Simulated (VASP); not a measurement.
A run of VASP 6.6.1 is set up as follows.

INCAR

```
  PREC = Accurate
  ENCUT = 520
  EDIFF = 1E-7
  ISMEAR = -1
  SIGMA = 0.1
  LREAL = False
  LASPH = True
  NELM = 60
  ALGO = Normal
  ISIF = 2
  LWAVE = False
  LCHARG = True
  GGA = PE
  LELF = True
  LVHAR = True
  NBANDS = 11
```

File KPOINTS:

```
Automatic mesh
0
Gamma
  14 14 14
```

The input POSCAR:

```
SiC
1.0
    2.5553974173      0.0000000000      0.0000000000
    0.0000000000      2.5553974173      0.0000000000
    0.0000000000      0.0000000000      2.5553974173
Si C
1 1
Direct
    0.0000000000      0.0000000000      0.0000000000
    0.5000000000      0.5000000000      0.5000000000
```

Potentials or basis: VASP PAW PBE potentials, release 64 (Si, C).

Launch:

```console
$ cat potpaw_PBE.64/Si/POTCAR potpaw_PBE.64/C/POTCAR > POTCAR
$ mpirun -np 1 vasp_std > vasp.out
```

Task: Estimate the band gap on the k mesh.

Result: Zero (band 4 reaches 13.93 eV, above the bottom of band 5 at 9.63 eV).

Task: What does it give for the pressure?

Result: 21.1 GPa.
